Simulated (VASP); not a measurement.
Input of a VASP 6.6.1 run:

File POSCAR:

```
In2Sb
1.0
    5.4690836510      0.0000000000      0.0000000000
   -2.7345418255      4.7363653772      0.0000000000
    0.0000000000      0.0000000000      6.5111576098
In Sb
4 2
Direct
    0.6666666667      0.3333333333      0.2500000000
    0.3333333333      0.6666666667      0.7500000000
    0.0000000000      0.0000000000      0.5000000000
    0.0000000000      0.0000000000      0.0000000000
    0.6666666667      0.3333333333      0.7500000000
    0.3333333333      0.6666666667      0.2500000000
```

The input INCAR.step1:

```
ALGO     = Normal         # electronic algorithm
EDIFF    = 1E-4           # SCF threshold, eV
ENCUT    = 520            # plane-wave cutoff, eV
GGA      = PE             # functional
ISMEAR   = 0              # smearing method
LASPH    = True           # aspherical terms in the spheres
LCHARG   = False          # write CHGCAR
LREAL    = False          # projectors in reciprocal space
LWAVE    = True           # write WAVECAR
NBANDS   = 40             # bands
NELM     = 100            # most SCF steps
PREC     = Accurate       # precision mode
SIGMA    = 0.1            # smearing width, eV
```

The input INCAR.step2:

```
ALGO     = Normal         # electronic algorithm
EDIFF    = 1E-6           # SCF threshold, eV
ENCUT    = 520            # plane-wave cutoff, eV
ISIF     = 2              # what is computed and relaxed
ISMEAR   = 0              # smearing method
ISTART   = 1            
LASPH    = True           # aspherical terms in the spheres
LCHARG   = False          # write CHGCAR
LMIXTAU  = True         
LREAL    = False          # projectors in reciprocal space
LWAVE    = False          # write WAVECAR
METAGGA  = R2SCAN         # meta-GGA
NBANDS   = 40             # bands
NELM     = 100            # most SCF steps
PREC     = Accurate       # precision mode
SIGMA    = 0.1            # smearing width, eV
```

Contents of KPOINTS:

```
k-points
0
Gamma
  12 12 6
```

Potentials or basis: VASP PAW PBE potentials, release 64 (In_d, Sb).

The run is started by

```bash
$ cat potpaw_PBE.64/In_d/POTCAR potpaw_PBE.64/Sb/POTCAR > POTCAR
$ cp INCAR.step1 INCAR
$ mpirun -np 1 vasp_std > vasp.out
$ cp INCAR.step2 INCAR
$ mpirun -np 1 vasp_std > vasp.out
```

**Question.** Predict the band gap on the k mesh.

**Answer.** Zero (bands 31 and 32 overlap by 2.15 eV).

**Question.** Estimate the pressure.

**Answer.** -1.2 GPa.

Stress tensor (GPa, compression positive):
```
-1.21  0.00  0.00
 0.00 -1.21  0.00
 0.00  0.00 -1.13
```

Caveat: the PAW data sets were made with another functional, which shifts forces and pressure a little; spin-orbit coupling is left out, which moves the levels of the heavy elements.
